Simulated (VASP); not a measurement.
Here is a VASP 6.6.1 calculation.

The input INCAR:

```
SYSTEM = P
ALGO = Normal
EDIFF = 1E-6
ENCUT = 520
GGA = CA
ISIF = 2
ISMEAR = -1
LASPH = .True.
LCHARG = .False.
LREAL = .False.
LWAVE = .False.
NBANDS = 18
NELM = 80
PREC = Accurate
SIGMA = 0.05
```

Contents of KPOINTS:

```
k-points
0
Gamma
  14 14 11
  0 0 0
```

The input POSCAR:

```
P
1.0
    1.6761948657     -5.0390752980      0.0000000000
    1.6761948657      5.0390752980      0.0000000000
    0.0000000000      0.0000000000      4.0387457901
P
4
Direct
    0.1075544155      0.8924455845      0.9323210340
    0.6075544155      0.3924455845      0.5676789660
    0.8924455845      0.1075544155      0.0676789660
    0.3924455845      0.6075544155      0.4323210340
```

Potentials or basis: VASP PAW LDA potentials, release 64 (P).

Launch:

```console
$ cat potpaw_LDA.64/P/POTCAR > POTCAR
$ mpirun -np 1 vasp_std > vasp.out
```

**Question.** Predict the band gap on the k mesh.

**Answer.** Zero (bands 10 and 11 overlap by 0.28 eV).

**Question.** Estimate the largest force.

**Answer.** 0.060 eV/Å.

**Question.** Predict the pressure.

**Answer.** -0.4 GPa.

Forces in eV/Å, atoms in the order of the input:
```
P    0.000  0.015 -0.058
P    0.000  0.015  0.058
P    0.000 -0.015  0.058
P    0.000 -0.015 -0.058
```
